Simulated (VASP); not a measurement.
# Cu (C2/c) in VASP: further runs, part 2 of 2

VASP 6.6.1.

### 5 Single point, PBEsol (11.78 Å³/atom)

This run uses another cell than the first one, of 11.78 Å³/atom.

INCAR reads:

```
SYSTEM = Cu
PREC = Accurate ; ENCUT = 600
EDIFF = 1E-6 ; ISMEAR = -1
SIGMA = 0.1 ; LREAL = .FALSE.
LASPH = .TRUE. ; NELM = 120
ALGO = Normal ; ISIF = 2
LWAVE = .FALSE. ; LCHARG = .FALSE.
GGA = PS ; NBANDS = 18
GGA_COMPAT = .FALSE.
```

KPOINTS reads:

```
Automatic mesh
0
G
  18 18 9
  0 0 0
```

POSCAR reads:

```
Cu
1.0
   -1.7159507960      1.4130351362      1.2584009658
    1.4130351362     -1.7159507960      1.2584009658
    3.2110623615      3.2110623615     -1.8131915515
Cu
2
Direct
    0.9586026563      0.0413973437      0.0000000000
    0.7913973437      0.2086026563      0.5000000000
```

Potentials or basis: VASP PAW PBE potentials, release 64 (Cu).

Launch:

```
$ cat potpaw_PBE.64/Cu/POTCAR > POTCAR
$ mpirun -np 1 vasp_std > vasp.out
```

OUTCAR:

```text
SYSTEM = Cu
   PREC = Accurate
   ENCUT = 600
   EDIFF = 1E-6
   ISMEAR = -1
   LREAL = .FALSE.
   LASPH = .TRUE.
   NELM = 120
   ISIF = 2
   GGA = PS

 ion  position               nearest neighbor table
   1  0.959  0.041  0.000-   2 2.55   2 2.55   2 2.55   2 2.55   2 2.56   2 2.56
   2  0.791  0.209  0.500-   1 2.55   1 2.55   1 2.55   1 2.55   1 2.56   1 2.56

  Warning from LATTYP: Got some problem with cell dimensions!
  Tried to take original basis but could not verify dimensions!
  LATTYP: Found a base centered monoclinic cell.
 ALAT       =     2.5529997565
 B/A-ratio  =     1.7332764449
 C/A-ratio  =     1.6343493546
 COS(beta)  =    -0.0008450331

  Lattice vectors:

 A1 = (   1.7159507960,  -1.4130351362,  -1.2584009658)
 A2 = (  -1.4130351362,   1.7159507960,  -1.2584009658)
 A3 = (   2.9081467017,   2.9081467017,   0.7036103801)

Analysis of symmetry for initial positions (statically):
=====================================================================
 Subroutine PRICEL returns:
 Original cell was already a primitive cell.

 Routine SETGRP: Setting up the symmetry group for a
 base centered monoclinic supercell.

 Subroutine GETGRP returns: Found  4 space group operations
 (whereof  2 operations were pure point group operations)
 out of a pool of  4 trial point group operations.

The static configuration has the point symmetry C_2 .
 The point group associated with its full space group is C_2h.

Analysis of symmetry for dynamics (positions and initial velocities):
=====================================================================
 Subroutine PRICEL returns:
 Original cell was already a primitive cell.

 Routine SETGRP: Setting up the symmetry group for a
 base centered monoclinic supercell.

 Subroutine GETGRP returns: Found  4 space group operations
 (whereof  2 operations were pure point group operations)
 out of a pool of  4 trial point group operations.

The dynamic configuration has the point symmetry C_2 .
 The point group associated with its full space group is C_2h.

 Subroutine INISYM returns: Found  4 space group operations
 (whereof  2 operations are pure point group operations),
 and found     1 'primitive' translations

----------------------------------------------------------------------------------------

                                     Primitive cell

  volume of cell :      23.5687

  direct lattice vectors                    reciprocal lattice vectors
    -1.715950796  1.413035136  1.258400966    -0.039436119  0.280156242  0.426302079
     1.413035136 -1.715950796  1.258400966     0.280156242 -0.039436119  0.426302079
     3.211062361  3.211062361 -1.813191552     0.167065876  0.167065876  0.040215219

  length of vectors
     2.554354795  2.554354795  4.889734817     0.511640684  0.511640684  0.239664928

  position of ions in fractional coordinates (direct lattice)
     0.958602656  0.041397344  0.000000000
     0.791397344  0.208602656  0.500000000

  ion indices of the primitive-cell ions
   primitive index   ion index
                 1           1
                 2           2

----------------------------------------------------------------------------------------

 KPOINTS: Automatic mesh

Automatic generation of k-mesh.
 Grid dimensions read from file:
 generate k-points for:   18   18    9

 Generating k-lattice:

  Cartesian coordinates                     Fractional coordinates (reciprocal lattice)
    -0.002190895  0.015564236  0.023683449     0.055555556  0.000000000  0.000000000
     0.015564236 -0.002190895  0.023683449     0.000000000  0.055555556  0.000000000
     0.018562875  0.018562875  0.004468358    -0.000000000 -0.000000000  0.111111111

  Length of vectors
     0.028424482  0.028424482  0.026629436

  Shift w.r.t. Gamma in fractional coordinates (k-lattice)
     0.000000000  0.000000000  0.000000000

 Subroutine IBZKPT returns following result:
 ===========================================

 Found    775 irreducible k-points:

 Following reciprocal coordinates:
            Coordinates               Weight
  0.000000  0.000000  0.000000      1.000000
  0.055556 -0.000000  0.000000      4.000000
  0.111111 -0.000000  0.000000      4.000000
  0.166667 -0.000000  0.000000      4.000000
  0.222222 -0.000000  0.000000      4.000000
  0.277778 -0.000000  0.000000      4.000000
[... 16 lines left out ...]
 -0.277778  0.055556 -0.000000      4.000000
 -0.222222  0.055556  0.000000      4.000000
 [... further k-points ...]
   k-points           NKPTS =    775   k-points in BZ     NKDIM =    775   number of bands    NBANDS=     18
   number of dos      NEDOS =    301   number of ions     NIONS =      2
   total plane-waves  NPLWV =  16000
   dimension x,y,z NGX =    20 NGY =   20 NGZ =   40
   dimension x,y,z NGXF=    40 NGYF=   40 NGZF=   80
   ions per type =               2
   NGX,Y,Z   is equivalent  to a cutoff of  13.02, 13.02, 13.60 a.u.
   NGXF,Y,Z  is equivalent  to a cutoff of  26.03, 26.03, 27.20 a.u.
 SYSTEM =  Cu
   PREC   = accura    normal or accurate (medium, high low for compatibility)
   ISTART =      0    job   : 0-new  1-cont  2-samecut
   ICHARG =      2    charge: 1-file 2-atom 10-const
   ISPIN  =      1    spin polarized calculation?
   LNONCOLLINEAR =      F non collinear calculations
   LSORBIT =      F    spin-orbit coupling
   LASPH  =      T    aspherical Exc in radial PAW
   ENCUT  =  600.0 eV  44.10 Ry    6.64 a.u.   5.10  5.10  9.77*2*pi/ulx,y,z
   NELM   =    120;   NELMIN=  2; NELMDL= -5     # of ELM steps
   EDIFF  = 0.1E-05   stopping-criterion for ELM
   LREAL  =      F    real-space projection
   EDIFFG = 0.1E-04   stopping-criterion for IOM
   NSW    =      0    number of steps for IOM
   IBRION =     -1    ionic relax: 0-MD 1-quasi-New 2-CG
   NFREE  =      0    steps in history (QN), initial steepest desc. (CG)
   ISIF   =      2    stress and relaxation
   ISYM   =      2    0-nonsym 1-usesym 2-fastsym
   POTIM  = 0.5000    time-step for ionic-motion
   TEBEG  =    0.0;   TEEND  =   0.0 temperature during run
   PSTRESS=    0.0 pullay stress
   NELECT =      22.0000    total number of electrons
   NUPDOWN=      -1.0000    fix difference up-down
   EMIN   =  10.00;   EMAX   =-10.00  energy-range for DOS
   EFERMI =   0.00;   METHOD = LEGACY
   ISMEAR =    -1;   SIGMA  =   0.10  broadening in eV -4-tet -1-fermi 0-gaus
   EFERMI_NEDOS =   21; number of points for ismear=-14 and -15
   IALGO  =     38    algorithm
   IMIX   =      4    mixing-type and parameters
     AMIX     =   0.40;   BMIX     =  1.00
     AMIX_MAG =   1.60;   BMIX_MAG =  1.00
  volume/ion in A,a.u.               =      11.78        79.52
  Fermi-wavevector in a.u.,A,eV,Ry     =   1.599941  3.023451 34.828366  2.559813
  Thomas-Fermi vector in A             =   2.697155
   LORBIT       =      0    0 simple, 1 ext, 2 COOP (PROOUT), +10 PAW based schemes
   GGA     = PS    functional components
   LHFCALC =     F    Hartree Fock is set to
   AEXX    =    0.0000 exact exchange contribution
   IVDW    =     0    specifies the selected vdW correction
   LEPSILON=     F    determine dielectric tensor
   LRPA    =     F    only Hartree local field effects (RPA)
 non-spin polarized calculation
  energy-cutoff  :      600.00
  volume of cell :       23.57
 maximum number of plane-waves:       802
   NGX = 11   NGY = 11   NGZ = 19

 number of electron      21.9999993 magnetization

 Free energy of the ion-electron system (eV)
  ---------------------------------------------------
  ext. energy  EPLUGINS =         0.00000000
  ---------------------------------------------------
  free energy    TOTEN  =        -8.59500072 eV

  energy without entropy =       -8.57127879  energy(sigma->0) =       -8.58313976

 E-fermi :   7.3858     XC(G=0): -12.9205

 val. band max:        7.3813493270   @ k =   0.2222   0.0556   0.0000
 cond. band min:       7.3932950222   @ k =  -0.3889   0.5000   0.2222
 fundamental gap:      0.0119456951
 Fermi energy:         7.3857697402

 k-point     1 :       0.0000    0.0000    0.0000
  band No.  band energies     occupation
      1      -1.9783      2.00000
      2       2.3187      2.00000
      3       4.3878      2.00000
      4       4.4488      2.00000
      5       4.4552      2.00000
      6       4.6589      2.00000
[... 10 lines left out ...]
     17      30.8331      0.00000
     18      30.8436      0.00000
[... 466 lines left out ...]
      2       2.8599      2.00000
      3       3.8502      2.00000
      4       4.0283      2.00000
      5       4.3938      2.00000
      6       4.6133      2.00000
[... 10 lines left out ...]
     17      28.7193      0.00000
     18      28.8036      0.00000

 [... further k-points ...]

------------------------ aborting loop because EDIFF is reached ----------------------------------------

  FORCE on cell =-STRESS in cart. coord.  units (eV):
  Direction    XX          YY          ZZ          XY          YZ          ZX
  --------------------------------------------------------------------------------------
  -------------------------------------------------------------------------------------
  Total       -0.7518406     -0.7518406     -0.7934041      0.0359452      0.0061383      0.0061384
  in kB      -51.1094782    -51.1094782    -53.9349327      2.4435252      0.4172779      0.4172801
  external PRESSURE =     -52.0512964 kB  Pullay stress =       0.0000000 kB

 VOLUME and BASIS-vectors are now :
 -----------------------------------------------------------------------------
  energy-cutoff  :      600.00
  volume of cell :       23.57
      direct lattice vectors                 reciprocal lattice vectors
    -1.715950796  1.413035136  1.258400966    -0.039436119  0.280156242  0.426302079
     1.413035136 -1.715950796  1.258400966     0.280156242 -0.039436119  0.426302079
     3.211062361  3.211062361 -1.813191552     0.167065876  0.167065876  0.040215219

 POSITION                                       TOTAL-FORCE (eV/Angst)
 -----------------------------------------------------------------------------------
     -1.58642      1.28350      1.25840         0.000857     -0.000857     -0.000000
      0.54230      2.36585      0.35181        -0.000857      0.000857      0.000000
 -----------------------------------------------------------------------------------
    total drift:                               -0.000000      0.000000     -0.000000

  FREE ENERGIE OF THE ION-ELECTRON SYSTEM (eV)
  ---------------------------------------------------
  free  energy   TOTEN  =        -8.5950007157 eV

  energy  without entropy=       -8.5712787950  energy(sigma->0) =       -8.58313976
```

OSZICAR:

```text
N       E                     dE             d eps       ncg     rms          rms(c)
DAV:   1     0.129593307840E+03    0.12959E+03   -0.11133E+04 29892   0.245E+03
DAV:   2    -0.385948625506E+01   -0.13345E+03   -0.12662E+03 27960   0.303E+02
DAV:   3    -0.106956191582E+02   -0.68361E+01   -0.65630E+01 30714   0.933E+01
DAV:   4    -0.107730846415E+02   -0.77465E-01   -0.77398E-01 32816   0.107E+01
DAV:   5    -0.107741017267E+02   -0.10171E-02   -0.10170E-02 34180   0.105E+00    0.119E+01
DAV:   6    -0.951692431980E+01    0.12572E+01   -0.13602E+01 29660   0.108E+02    0.626E+00
DAV:   7    -0.862016954522E+01    0.89675E+00   -0.27678E+00 30124   0.447E+01    0.703E-01
DAV:   8    -0.860040108456E+01    0.19768E-01   -0.27039E-02 39374   0.254E+00    0.549E-01
DAV:   9    -0.859496761044E+01    0.54335E-02   -0.84861E-03 31738   0.268E+00    0.326E-02
DAV:  10    -0.859499832012E+01   -0.30710E-04   -0.25650E-04 42302   0.258E-01    0.527E-03
DAV:  11    -0.859500083503E+01   -0.25149E-05   -0.13627E-06 23394   0.319E-02    0.249E-03
DAV:  12    -0.859500071567E+01    0.11936E-06   -0.67825E-07 18436   0.186E-02
   1 F= -.85950007E+01 E0= -.85831398E+01  d E =-.237219E-01
```

stdout:

```text
POSCAR found type information on POSCAR Cu
 POSCAR found :  1 types and       2 ions
 scaLAPACK will be used
 -----------------------------------------------------------------------------
|                                                                             |
|                                                                             |
|     You enforced a specific xc type in the INCAR file but a different       |
|     I HOPE YOU KNOW WHAT YOU ARE DOING!                                     |
|                                                                             |
 -----------------------------------------------------------------------------

 LDA part: xc-table for (Slater+PW92), standard interpolation
 POSCAR, INCAR and KPOINTS ok, starting setup
 FFT: planning ... GRIDC
 FFT: planning ... GRID_SOFT
 FFT: planning ... GRID
 WAVECAR not read
 entering main loop
```

Run time: 8.7 min. Hardware: 1 thread of Oxide Virtual Turin-like, shared host; peak memory 0.39 GiB.

Results:

```yaml
Free_energy: -8.5950 eV
Pressure: -5.2 GPa
Band_gap_on_the_k_mesh: zero (bands 11 and 12 overlap by 5.92 eV)
```

Stress tensor (GPa, compression positive):
```
-5.11  0.24  0.04
 0.24 -5.11  0.04
 0.04  0.04 -5.39
```

Caveat: the cell stands under tension; the PAW data sets were made with another functional, which shifts forces and pressure a little.

### 6 Overview

| cell | gap on the mesh (eV) | pressure (GPa) |
| --- | --- | --- |
| a = 2.416, b = 2.416, c = 4.625 Å, angles 105.1, 105.1, 120.0°, 2 atoms | none | 30.0 |
| a = 2.452, b = 2.452, c = 4.694 Å, angles 105.1, 105.1, 120.0°, 2 atoms | none | 17.8 |
| a = 2.521, b = 2.521, c = 4.826 Å, angles 105.1, 105.1, 120.0°, 2 atoms | none | 0.7 |
| a = 2.554, b = 2.554, c = 4.890 Å, angles 105.1, 105.1, 120.0°, 2 atoms | none | -5.2 |

Alike in all rows: task single point; level PBEsol; potentials or basis VASP PAW PBE potentials, release 64 (Cu); no spin polarisation; k mesh 18 × 18 × 9; cutoff (eV) 600; smearing fermi-dirac 0.1 eV.

Caveats: the PAW data sets were made with another functional, which shifts forces and pressure a little; the cell stands under pressure (at least some runs); the cell stands under tension (at least some runs).

Absolute energies hang on the potentials; compare differences alone.

The gap in the log of VASP goes by the Fermi energy; the results here count the filled bands.